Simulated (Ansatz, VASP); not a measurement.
# One calculation of C, two programs

```
CELL_PARAMETERS angstrom
0.03560 1.78012 1.78012
1.78012 0.03560 1.78012
1.81573 1.81573 0.00000
ATOMIC_POSITIONS crystal
C 0.00032 0.00032 0.99968
C 0.24968 0.24968 0.25032
```

Change from the starting cell: shear_xy strain +4.0%.

Alike in both runs: task single point; functional r2SCAN; k mesh 12 × 12 × 12; no spin polarisation.

```csv
,VASP,Ansatz
version,VASP 6.6.1,Ansatz 0.2.0
potentials or method,"VASP PAW PBE potentials, release 64 (C_h)","plane waves, PAW"
plane-wave cutoff (eV),910,500
occupations,"gaussian, width 0.01 eV",fixed
valence electrons in the cell,8,8
```

|  | VASP | Ansatz | Ansatz less VASP |
| --- | --- | --- | --- |
| gap on the k mesh at the Fermi level (eV) | 4.12 | 4.12 | -0.002 |

VASP's potentials were made for PBE, not for r2SCAN.

Noted on VASP's run: the cutoff is short for stress, so the pressure is rough.
